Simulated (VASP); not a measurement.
A run of VASP 6.6.1:

POSCAR

```
Cu
1.0
    2.8855866400      0.0000000000      0.0000000000
    0.0000000000      2.8855866400      0.0000000000
    0.0000000000      0.0000000000      2.7521629000
Cu
2
Direct
    0.0000000000      0.0000000000      0.0000000000
    0.5000000000      0.5000000000      0.5000000000
```

The input INCAR.step1:

```
SYSTEM = Cu
  PREC = Accurate
  ENCUT = 660
  ISMEAR = 0
  SIGMA = 0.01
  LREAL = .False.
  LASPH = .True.
  NELM = 120
  NBANDS = 18
  GGA = PE
  ALGO = Normal
  EDIFF = 1E-5
  LWAVE = .True.
  LCHARG = .False.
  GGA_COMPAT = .False.
```

Contents of INCAR.step2:

```
SYSTEM = Cu
  PREC = Accurate
  ENCUT = 660
  EDIFF = 1E-6
  ISMEAR = 0
  SIGMA = 0.01
  LREAL = .False.
  LASPH = .True.
  NELM = 120
  ALGO = Normal
  ISIF = 2
  LWAVE = .False.
  LCHARG = .False.
  METAGGA = R2SCAN
  LMIXTAU = .True.
  NBANDS = 18
  ISTART = 1
  GGA_COMPAT = .False.
```

File KPOINTS:

```
Automatic mesh
0
Gamma
  9 9 10
  0 0 0
```

Potentials or basis: VASP PAW PBE potentials, release 64 (Cu).

The run is started by

```sh
$ cat potpaw_PBE.64/Cu/POTCAR > POTCAR
$ cp INCAR.step1 INCAR
$ mpirun -np 1 vasp_std > vasp.out
$ cp INCAR.step2 INCAR
$ mpirun -np 1 vasp_std > vasp.out
```

Hardware: 1 thread of Intel Xeon 8259CL, on a shared host.

Q: Estimate the wall time of this run.

A: Run time: 2.6 min on 1 thread of Intel Xeon 8259CL, with other jobs on the host, peak memory 0.17 GiB. Counts: k points 90.
